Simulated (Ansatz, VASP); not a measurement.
Two plane-wave programs on Ag

POSCAR

```
Ag
1.0
    0.0000000000      2.0519023311      2.0519023311
    2.0519023311      0.0000000000      2.0519023311
    2.0519023311      2.0519023311      0.0000000000
Ag
1
Direct
    0.0000000000      0.0000000000      0.0000000000
```

Contents of INCAR.step1:

```
SYSTEM = Ag
PREC     = Accurate       ! precision mode
ENCUT    = 520            ! plane-wave cutoff, eV
ISMEAR   = -1             ! smearing method
SIGMA    = 0.1            ! smearing width, eV
LREAL    = .FALSE.        ! projectors in reciprocal space
LASPH    = .TRUE.         ! aspherical terms in the spheres
NELM     = 100            ! most SCF steps
NBANDS   = 12             ! bands
GGA      = PE             ! functional
ALGO     = Normal         ! electronic algorithm
EDIFF    = 1E-4           ! SCF threshold, eV
LWAVE    = .TRUE.         ! write WAVECAR
LCHARG   = .FALSE.        ! write CHGCAR
```

File INCAR.step2:

```
SYSTEM = Ag
PREC     = Accurate       ! precision mode
ENCUT    = 520            ! plane-wave cutoff, eV
EDIFF    = 1E-7           ! SCF threshold, eV
ISMEAR   = -1             ! smearing method
SIGMA    = 0.1            ! smearing width, eV
LREAL    = .FALSE.        ! projectors in reciprocal space
LASPH    = .TRUE.         ! aspherical terms in the spheres
NELM     = 100            ! most SCF steps
ALGO     = Normal         ! electronic algorithm
ISIF     = 2              ! what is computed and relaxed
LWAVE    = .FALSE.        ! write WAVECAR
LCHARG   = .FALSE.        ! write CHGCAR
METAGGA  = R2SCAN         ! meta-GGA
LMIXTAU  = .TRUE.       
NBANDS   = 12             ! bands
ISTART   = 1
```

KPOINTS

```
Automatic mesh
0
G
  19 19 19
  0 0 0
```

Input for Ansatz:

```yaml
crystal:
  lattice:
    - [0.0, 2.0519023311, 2.0519023311]
    - [2.0519023311, 0.0, 2.0519023311]
    - [2.0519023311, 2.0519023311, 0.0]
  atoms:
    - { symbol: Ag, position: [0.0, 0.0, 0.0] }
hamiltonian:
  xc: r2scan
  pseudopotentials:
    kind: paw
    azcp:
      Ag: "pseudopotentials/Ag.paw.azcp"
basis:
  ecutwfc: 500
  fft_grid_basis: typed
kpoints:
  mp_grid: { grid: [19, 19, 19], shift: [0, 0, 0] }
magnetization:
  spin_polarized: false
scf:
  occupations: { method: fermi_dirac, width: 0.1 }
  lower_state_search: "off"
output:
  stress: true
```

Alike in both runs: task single point; functional r2SCAN; k mesh 19 × 19 × 19; occupations fermi-dirac, width 0.1 eV; no spin polarisation.

|  | VASP | Ansatz |
| --- | --- | --- |
| version | VASP 6.6.1 | Ansatz 0.2.0 |
| potentials or method | VASP PAW PBE potentials, release 64 (Ag), cutoff 520 eV | plane waves (500 eV) with PAW, scalar-relativistic |
| valence electrons in the cell | 11 | 19 |

VASP gave:

| Property | Result |
| --- | --- |
| pressure (GPa) | 0.2 |

**Question.** Estimate Ansatz's values.

**Answer.** Pressure (GPa): 0.1.

VASP's potentials were made for PBE, not for r2SCAN. With one functional, cell and mesh, what is left measures potentials, basis and numerics. VASP's potentials hold 11 valence electrons a cell and Ansatz's 19, so a difference there can come from the potentials and not from the codes.
